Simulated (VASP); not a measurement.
# AgS (Fm-3m) in VASP: a series of runs

Runs on AgS. Level: PBE. Tasks: single point.

Program: VASP 6.6.1. These are calculated values, not measurements. Logs are shortened: lines on timing, memory, paths and dates and some standing lists are left out, and cuts for length are marked.

### 1 The cell of the first run

The structure is cubic, space group Fm-3m (No. 225). The conventional cell has a = 5.822 Å, b = 5.822 Å, c = 5.822 Å, α = 90.00°, β = 90.00°, γ = 90.00°. Within 3.8 Å of Ag (site symmetry m-3m) lie 6 S at 2.91 Å. S (site symmetry m-3m) has 6 Ag at 2.91 Å within 3.8 Å.

### 2 Single point, PBE, collinear spin, ferromagnetic start

INCAR reads:

```
SYSTEM = AgS
PREC = Accurate
ENCUT = 520
EDIFF = 1E-6
ISMEAR = 0
SIGMA = 0.1
LREAL = .False.
LASPH = .True.
NELM = 150
ALGO = Normal
ISIF = 2
LWAVE = .False.
LCHARG = .False.
ISPIN = 2
MAGMOM = 1 0
LORBIT = 11
LMAXMIX = 4
GGA = PE
NBANDS = 20
```

KPOINTS reads:

```
regular mesh
0
Gamma
  6 6 6
  0 0 0
```

POSCAR reads:

```
AgS
1.0
    0.0000000000      2.9110925800      2.9110925800
    2.9110925800      0.0000000000      2.9110925800
    2.9110925800      2.9110925800      0.0000000000
Ag S
1 1
Direct
    0.0000000000      0.0000000000      0.0000000000
    0.5000000000      0.5000000000      0.5000000000
```

Potentials or basis: VASP PAW PBE potentials, release 64 (Ag, S).

On the command line:

```bash
$ cat potpaw_PBE.64/Ag/POTCAR potpaw_PBE.64/S/POTCAR > POTCAR
$ mpirun -np 1 vasp_std > vasp.out
```

OUTCAR:

```text
SYSTEM = AgS
   PREC = Accurate
   ENCUT = 520
   EDIFF = 1E-6
   ISMEAR = 0
   LREAL = .False.
   LASPH = .True.
   NELM = 150
   ISIF = 2
   ISPIN = 2
   LORBIT = 11
   GGA = PE

 ion  position               nearest neighbor table
   1  0.000  0.000  0.000-   2 2.91   2 2.91   2 2.91   2 2.91   2 2.91   2 2.91
   2  0.500  0.500  0.500-   1 2.91   1 2.91   1 2.91   1 2.91   1 2.91   1 2.91

  LATTYP: Found a face centered cubic cell.
 ALAT       =     5.8221851600

  Lattice vectors:

 A1 = (   0.0000000000,   2.9110925800,   2.9110925800)
 A2 = (   2.9110925800,   0.0000000000,   2.9110925800)
 A3 = (   2.9110925800,   2.9110925800,   0.0000000000)

Analysis of symmetry for initial positions (statically):
=====================================================================
 Subroutine PRICEL returns:
 Original cell was already a primitive cell.

 Routine SETGRP: Setting up the symmetry group for a
 face centered cubic supercell.

 Subroutine GETGRP returns: Found 48 space group operations
 (whereof 48 operations were pure point group operations)
 out of a pool of 48 trial point group operations.

The static configuration has the point symmetry O_h .

Analysis of symmetry for dynamics (positions and initial velocities):
=====================================================================
 Subroutine PRICEL returns:
 Original cell was already a primitive cell.

 Routine SETGRP: Setting up the symmetry group for a
 face centered cubic supercell.

 Subroutine GETGRP returns: Found 48 space group operations
 (whereof 48 operations were pure point group operations)
 out of a pool of 48 trial point group operations.

The dynamic configuration has the point symmetry O_h .

Analysis of structural, dynamic, and magnetic symmetry:
=====================================================================
 Subroutine PRICEL returns:
 Original cell was already a primitive cell.

 Routine SETGRP: Setting up the symmetry group for a
 face centered cubic supercell.

 Subroutine GETGRP returns: Found 48 space group operations
 (whereof 48 operations were pure point group operations)
 out of a pool of 48 trial point group operations.

The overall configuration has the point symmetry O_h .

 Subroutine INISYM returns: Found 48 space group operations
 (whereof 48 operations are pure point group operations),
 and found     1 'primitive' translations

----------------------------------------------------------------------------------------

                                     Primitive cell

  volume of cell :      49.3399

  direct lattice vectors                    reciprocal lattice vectors
     0.000000000  2.911092580  2.911092580    -0.171756819  0.171756819  0.171756819
     2.911092580  0.000000000  2.911092580     0.171756819 -0.171756819  0.171756819
     2.911092580  2.911092580  0.000000000     0.171756819  0.171756819 -0.171756819

  length of vectors
     4.116906608  4.116906608  4.116906608     0.297491536  0.297491536  0.297491536

  position of ions in fractional coordinates (direct lattice)
     0.000000000  0.000000000  0.000000000
     0.500000000  0.500000000  0.500000000

  ion indices of the primitive-cell ions
   primitive index   ion index
                 1           1
                 2           2

----------------------------------------------------------------------------------------

 KPOINTS: regular mesh

Automatic generation of k-mesh.
 Grid dimensions read from file:
 generate k-points for:    6    6    6

 Generating k-lattice:

  Cartesian coordinates                     Fractional coordinates (reciprocal lattice)
    -0.028626136  0.028626136  0.028626136     0.166666667  0.000000000  0.000000000
     0.028626136 -0.028626136  0.028626136     0.000000000  0.166666667  0.000000000
     0.028626136  0.028626136 -0.028626136     0.000000000  0.000000000  0.166666667

  Length of vectors
     0.049581923  0.049581923  0.049581923

  Shift w.r.t. Gamma in fractional coordinates (k-lattice)
     0.000000000  0.000000000  0.000000000

 Subroutine IBZKPT returns following result:
 ===========================================

 Found     16 irreducible k-points:

 Following reciprocal coordinates:
            Coordinates               Weight
  0.000000  0.000000  0.000000      1.000000
  0.166667  0.000000  0.000000      8.000000
  0.333333  0.000000  0.000000      8.000000
  0.500000  0.000000  0.000000      4.000000
  0.166667  0.166667  0.000000      6.000000
  0.333333  0.166667  0.000000     24.000000
[... 8 lines left out ...]
 -0.333333  0.333333  0.166667     24.000000
 -0.333333  0.500000  0.166667     12.000000
   k-points           NKPTS =     16   k-points in BZ     NKDIM =     16   number of bands    NBANDS=     20
   number of dos      NEDOS =    301   number of ions     NIONS =      2
   total plane-waves  NPLWV =  32768
   dimension x,y,z NGX =    32 NGY =   32 NGZ =   32
   dimension x,y,z NGXF=    64 NGYF=   64 NGZF=   64
   ions per type =               1   1
   NGX,Y,Z   is equivalent  to a cutoff of  12.92, 12.92, 12.92 a.u.
   NGXF,Y,Z  is equivalent  to a cutoff of  25.84, 25.84, 25.84 a.u.
 SYSTEM =  AgS
   PREC   = accura    normal or accurate (medium, high low for compatibility)
   ISTART =      0    job   : 0-new  1-cont  2-samecut
   ICHARG =      2    charge: 1-file 2-atom 10-const
   ISPIN  =      2    spin polarized calculation?
   LNONCOLLINEAR =      F non collinear calculations
   LSORBIT =      F    spin-orbit coupling
   LASPH  =      T    aspherical Exc in radial PAW
   ENCUT  =  520.0 eV  38.22 Ry    6.18 a.u.   7.65  7.65  7.65*2*pi/ulx,y,z
   NELM   =    150;   NELMIN=  2; NELMDL= -5     # of ELM steps
   EDIFF  = 0.1E-05   stopping-criterion for ELM
   LREAL  =      F    real-space projection
   EDIFFG = 0.1E-04   stopping-criterion for IOM
   NSW    =      0    number of steps for IOM
   IBRION =     -1    ionic relax: 0-MD 1-quasi-New 2-CG
   NFREE  =      0    steps in history (QN), initial steepest desc. (CG)
   ISIF   =      2    stress and relaxation
   ISYM   =      2    0-nonsym 1-usesym 2-fastsym
   POTIM  = 0.5000    time-step for ionic-motion
   TEBEG  =    0.0;   TEEND  =   0.0 temperature during run
   PSTRESS=    0.0 pullay stress
   NELECT =      17.0000    total number of electrons
   NUPDOWN=      -1.0000    fix difference up-down
   EMIN   =  10.00;   EMAX   =-10.00  energy-range for DOS
   EFERMI =   0.00;   METHOD = LEGACY
   ISMEAR =     0;   SIGMA  =   0.10  broadening in eV -4-tet -1-fermi 0-gaus
   EFERMI_NEDOS =   21; number of points for ismear=-14 and -15
   IALGO  =     38    algorithm
   IMIX   =      4    mixing-type and parameters
     AMIX     =   0.40;   BMIX     =  1.00
     AMIX_MAG =   1.60;   BMIX_MAG =  1.00
  volume/ion in A,a.u.               =      24.67       166.48
  Fermi-wavevector in a.u.,A,eV,Ry     =   1.147691  2.168822 17.921533  1.317196
  Thomas-Fermi vector in A             =   2.284370
   LORBIT       =     11    0 simple, 1 ext, 2 COOP (PROOUT), +10 PAW based schemes
   GGA     = PE    functional components
   LHFCALC =     F    Hartree Fock is set to
   AEXX    =    0.0000 exact exchange contribution
   IVDW    =     0    specifies the selected vdW correction
   LEPSILON=     F    determine dielectric tensor
   LRPA    =     F    only Hartree local field effects (RPA)
 spin polarized calculation
 Gauss-broadening in eV      SIGMA  =   0.10
  energy-cutoff  :      520.00
  volume of cell :       49.34
 maximum number of plane-waves:      1363
 NGX is ok and might be reduce to    32
   NGX = 15   NGY = 15   NGZ = 15

 number of electron      17.0000000 magnetization       0.1070905

 Free energy of the ion-electron system (eV)
  ---------------------------------------------------
  ext. energy  EPLUGINS =         0.00000000
  ---------------------------------------------------
  free energy    TOTEN  =        -6.06289919 eV

  energy without entropy =       -6.04576551  energy(sigma->0) =       -6.05433235

 E-fermi :   2.5974     XC(G=0):  -9.4424

 val. band max:        2.5924528948   @ k =   0.5000   0.3333   0.1667
 cond. band min:       2.6369235801   @ k =  -0.3333   0.3333   0.0000
 fundamental gap:      0.0444706853
 Fermi energy:         2.5973741859

 spin component 1

 k-point     1 :       0.0000    0.0000    0.0000
  band No.  band energies     occupation
      1      -9.1522      1.00000
      2      -0.3318      1.00000
      3      -0.3318      1.00000
      4      -0.2957      1.00000
      5      -0.2957      1.00000
      6      -0.2957      1.00000
[... 12 lines left out ...]
     19      15.2677      0.00000
     20      20.0236      0.00000

 k-point     2 :       0.1667    0.0000    0.0000
  band No.  band energies     occupation
      1      -9.0225      1.00000
      2      -0.5436      1.00000
      3      -0.5436      1.00000
      4      -0.4291      1.00000
      5      -0.2415      1.00000
      6      -0.2415      1.00000
[... 12 lines left out ...]
     19      17.9085      0.00000
     20      21.3369      0.00000

 k-point     3 :       0.3333    0.0000    0.0000
  band No.  band energies     occupation
      1      -8.7372      1.00000
      2      -1.0656      1.00000
      3      -0.8811      1.00000
      4      -0.8811      1.00000
      5      -0.1224      1.00000
      6      -0.1224      1.00000
[... 12 lines left out ...]
     19      20.9709      0.00000
     20      20.9709      0.00000

 k-point     4 :       0.5000    0.0000    0.0000
  band No.  band energies     occupation
      1      -8.5783      1.00000
      2      -1.4895      1.00000
      3      -1.0220      1.00000
      4      -1.0220      1.00000
      5      -0.0608      1.00000
      6      -0.0608      1.00000
[... 242 lines left out ...]
     19      20.5215      0.00000
     20      21.3455      0.00000

 k-point    15 :      -0.3333    0.3333    0.1667
  band No.  band energies     occupation
      1      -8.5330      1.00000
      2      -0.9962      1.00000
      3      -0.7261      1.00000
      4      -0.6834      1.00000
      5      -0.0666      1.00000
      6      -0.0307      1.00000
[... 12 lines left out ...]
     19      20.4228      0.00000
     20      22.2811      0.00000

 k-point    16 :      -0.3333    0.5000    0.1667
  band No.  band energies     occupation
      1      -8.5300      1.00000
      2      -0.7421      1.00000
      3      -0.5349      1.00000
      4      -0.4674      1.00000
      5       0.0204      1.00000
      6       0.0780      1.00000
[... 12 lines left out ...]
     19      21.8528      0.00000
     20      21.9103      0.00000
 Fermi energy:         2.5973741859

 spin component 2

 k-point     1 :       0.0000    0.0000    0.0000
  band No.  band energies     occupation
      1      -9.0798      1.00000
      2      -0.3046      1.00000
      3      -0.3046      1.00000
      4      -0.2853      1.00000
      5      -0.2853      1.00000
      6      -0.2853      1.00000
[... 12 lines left out ...]
     19      15.3139      0.00000
     20      20.0378      0.00000

 k-point     2 :       0.1667    0.0000    0.0000
  band No.  band energies     occupation
      1      -8.9490      1.00000
      2      -0.5144      1.00000
      3      -0.5144      1.00000
      4      -0.4144      1.00000
      5      -0.2295      1.00000
      6      -0.2295      1.00000
[... 12 lines left out ...]
     19      17.9386      0.00000
     20      21.3544      0.00000

 k-point     3 :       0.3333    0.0000    0.0000
  band No.  band energies     occupation
      1      -8.6608      1.00000
      2      -1.0357      1.00000
      3      -0.8483      1.00000
      4      -0.8483      1.00000
      5      -0.1104      1.00000
      6      -0.1104      1.00000
[... 12 lines left out ...]
     19      20.9991      0.00000
     20      20.9991      0.00000

 k-point     4 :       0.5000    0.0000    0.0000
  band No.  band energies     occupation
      1      -8.5001      1.00000
      2      -1.4566      1.00000
      3      -0.9880      1.00000
      4      -0.9880      1.00000
      5      -0.0489      1.00000
      6      -0.0489      1.00000
[... 245 lines left out ...]
 k-point    15 :      -0.3333    0.3333    0.1667
  band No.  band energies     occupation
      1      -8.4547      1.00000
      2      -0.9625      1.00000
      3      -0.6963      1.00000
      4      -0.6540      1.00000
      5      -0.0474      1.00000
      6      -0.0200      1.00000
[... 12 lines left out ...]
     19      20.4657      0.00000
     20      22.3136      0.00000

 k-point    16 :      -0.3333    0.5000    0.1667
  band No.  band energies     occupation
      1      -8.4517      1.00000
      2      -0.7066      1.00000
      3      -0.5189      1.00000
      4      -0.4408      1.00000
      5       0.0307      1.00000
      6       0.1078      1.00000
[... 12 lines left out ...]
     19      21.8754      0.00000
     20      21.9359      0.00000

------------------------ aborting loop because EDIFF is reached ----------------------------------------

  FORCE on cell =-STRESS in cart. coord.  units (eV):
  Direction    XX          YY          ZZ          XY          YZ          ZX
  --------------------------------------------------------------------------------------
  -------------------------------------------------------------------------------------
  Total       -3.4394560     -3.4394560     -3.4394560     -0.0000000      0.0000000      0.0000000
  in kB     -111.6869135   -111.6869135   -111.6869135     -0.0000000      0.0000000      0.0000000
  external PRESSURE =    -111.6869135 kB  Pullay stress =       0.0000000 kB

 VOLUME and BASIS-vectors are now :
 -----------------------------------------------------------------------------
  energy-cutoff  :      520.00
  volume of cell :       49.34
      direct lattice vectors                 reciprocal lattice vectors
     0.000000000  2.911092580  2.911092580    -0.171756819  0.171756819  0.171756819
     2.911092580  0.000000000  2.911092580     0.171756819 -0.171756819  0.171756819
     2.911092580  2.911092580  0.000000000     0.171756819  0.171756819 -0.171756819

 POSITION                                       TOTAL-FORCE (eV/Angst)
 -----------------------------------------------------------------------------------
      0.00000      0.00000      0.00000        -0.000000     -0.000000     -0.000000
      2.91109      2.91109      2.91109         0.000000      0.000000      0.000000
 -----------------------------------------------------------------------------------
    total drift:                                0.000000     -0.000000     -0.000000

  FREE ENERGIE OF THE ION-ELECTRON SYSTEM (eV)
  ---------------------------------------------------
  free  energy   TOTEN  =        -6.0628991868 eV

  energy  without entropy=       -6.0457655139  energy(sigma->0) =       -6.05433235

 total charge

# of ion       s       p       d       tot
------------------------------------------
    1        0.255   0.146   9.173   9.575
    2        1.372   2.174   0.000   3.546
--------------------------------------------------
tot          1.627   2.320   9.173  13.121

 magnetization (x)

# of ion       s       p       d       tot
------------------------------------------
    1       -0.002   0.001   0.024   0.023
    2        0.002   0.049   0.000   0.051
--------------------------------------------------
tot          0.001   0.051   0.024   0.075
```

Run time: 25 s. Hardware: 1 thread of Intel Xeon Platinum 8488C (Sapphire Rapids), shared host; peak memory 0.2 GiB.

What came out:

```yaml
Free_energy: -6.0629 eV
Pressure: -11.2 GPa
Net_moment: 0.11 μB per cell
Site_moments: Ag +0.02; S +0.05 μB
Valence_electrons_inside_the_program's_atomic_spheres: Ag 9.57; S 3.55
```

### 3 Single point, PBE (volume scaled by 0.88)

INCAR reads:

```
SYSTEM = AgS
PREC     = Accurate       ! precision mode
ENCUT    = 520            ! plane-wave cutoff, eV
EDIFF    = 1E-6           ! SCF threshold, eV
ISMEAR   = 0              ! smearing method
SIGMA    = 0.1            ! smearing width, eV
LREAL    = .False.        ! projectors in reciprocal space
LASPH    = .True.         ! aspherical terms in the spheres
NELM     = 100            ! most SCF steps
ALGO     = Normal         ! electronic algorithm
ISIF     = 2              ! what is computed and relaxed
LWAVE    = .False.        ! write WAVECAR
LCHARG   = .False.        ! write CHGCAR
GGA      = PE             ! functional
NBANDS   = 16             ! bands
```

KPOINTS reads:

```
Automatic mesh
0
Gamma
  18 18 18
  0 0 0
```

POSCAR reads:

```
AgS
1.0
    0.0000000000      2.5312513691      2.5312513691
    2.5312513691      0.0000000000      2.5312513691
    2.5312513691      2.5312513691      0.0000000000
Ag S
1 1
Direct
    0.0000000000      0.0000000000      0.0000000000
    0.5000000000      0.5000000000      0.5000000000
```

Potentials or basis: VASP PAW PBE potentials, release 64 (Ag, S).

On the command line:

```bash
$ cat potpaw_PBE.64/Ag/POTCAR potpaw_PBE.64/S/POTCAR > POTCAR
$ mpirun -np 1 vasp_std > vasp.out
```

Run time: 54 s. Hardware: 1 thread of Intel Xeon Platinum 8488C (Sapphire Rapids), shared host; peak memory 0.23 GiB.

The run converged. Its results:

```yaml
Free_energy: -6.5137 eV
Pressure: 14.5 GPa
```

Levels at points of the mesh, in eV from the Fermi level:
| k point | band 5 | band 6 | band 7 | band 8 | band 9 | band 10 | band 11 | band 12 | band 13 | band 14 |
| --- | --- | --- | --- | --- | --- | --- | --- | --- | --- | --- |
| (0.00, 0.00, 0.00) | -4.67 | -4.67 | -1.27 | -1.27 | -1.27 | 3.19 | 10.43 | 10.43 | 10.43 | 11.51 |
| (0.50, 0.00, 0.00) | -4.01 | -4.01 | -3.10 | 1.31 | 1.31 | 3.92 | 6.71 | 6.71 | 10.40 | 13.45 |
| (0.50, 0.50, 0.00) | -3.81 | -3.81 | -2.95 | -2.93 | -2.93 | 1.85 | 7.23 | 11.81 | 14.21 | 14.21 |

(Part 1 of 2 ends here.)
